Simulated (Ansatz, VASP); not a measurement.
# SiC in VASP and in Ansatz

```
Si C
1.0
     3.07536    0.00000    0.00000
    -1.53768    2.66334    0.00000
     0.00000    0.00000    5.04811
Si C
2 2
Cartesian
  0.0000 1.7756 2.5220
  1.5377 0.8878 5.0460
  0.0000 1.7756 4.4192
  1.5377 0.8878 1.8951
```

Alike in both runs: task single point; functional r2SCAN; k mesh 12 × 12 × 6; no spin polarisation.

|  | VASP | Ansatz |
| --- | --- | --- |
| version | VASP 6.6.1 | Ansatz 0.2.0 |
| potentials or method | VASP PAW PBE potentials, release 64 (Si, C) | plane waves, PAW |
| plane-wave cutoff (eV) | 520 | 500 |
| occupations | gaussian, width 0.01 eV | fixed |
| valence electrons in the cell | 16 | 16 |

```csv
,VASP,Ansatz,Ansatz less VASP
gap on the k mesh at the Fermi level (eV),2.66,2.65,-0.007
pressure (GPa),-0.2,0.0,+0.19
```

VASP's potentials were made for PBE, not for r2SCAN.
